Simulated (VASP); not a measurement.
The system is CdSnSe2.

```
Cd Sn Se
1.0
     5.75399    0.00000    0.00000
     0.00000    5.75399    0.00000
     0.00000    0.00000    2.68617
Cd Sn Se
1 1 2
Direct
  0.50000 0.50000 0.50000
  0.00000 0.00000 0.00000
  0.50000 0.00000 0.00000
  0.00000 0.50000 0.00000
```

* Program: VASP 6.6.1
* Task: relaxation of cell and atoms
* Functional: PBE
* Potentials or basis: VASP PAW PBE potentials, release 64 (Cd, Sn_d, Se)
* Cutoff: 600 eV
* k mesh: 4 × 4 × 6
* Occupations: gaussian, width 0.1 eV
* Spin: no spin polarisation

At the start: pressure 10.0 GPa; volume 22.23 Å³/atom.

Task: How do energy, volume and symmetry change on relaxing?

Result: Over 9 steps the energy falls by 205.2 meV/atom and the volume is 24.83 Å³/atom (+11.7 %); space group P4/mmm (No. 123, to 0.1 Å) before and after.

The path:
```
step  energy change (eV)  largest force (eV/Å)  pressure (GPa)  volume (Å³)
   1              0.0000                0.0000            9.97        88.93
   2             -0.5271                0.0000           -3.17       107.76
   3             -0.5447                0.0000           -1.68       104.24
   4             -0.7362                0.0000           -1.44       102.70
   5             -0.7597                0.0000            0.75        99.46
   6             -0.8180                0.0000           -0.57       100.91
   7             -0.8181                0.0000           -0.70       101.08
   8             -0.8183                0.0000           -0.65       101.01
   9             -0.8210                0.0000            0.20        99.31
```

Final structure:
```
CELL_PARAMETERS angstrom
5.61526 0.00000 0.00000
0.00000 5.61526 0.00000
0.00000 0.00000 3.14972
ATOMIC_POSITIONS crystal
Cd 0.50000 0.50000 0.50000
Sn 0.00000 0.00000 0.00000
Se 0.50000 0.00000 0.00000
Se 0.00000 0.50000 0.00000
```

Caveat: the k points lie up to 0.33 Å⁻¹ apart in the final cell, too coarse for converged energies and pressures of a metal; a cell axis changed by over 15 % at a fixed basis, so the end point is rough.
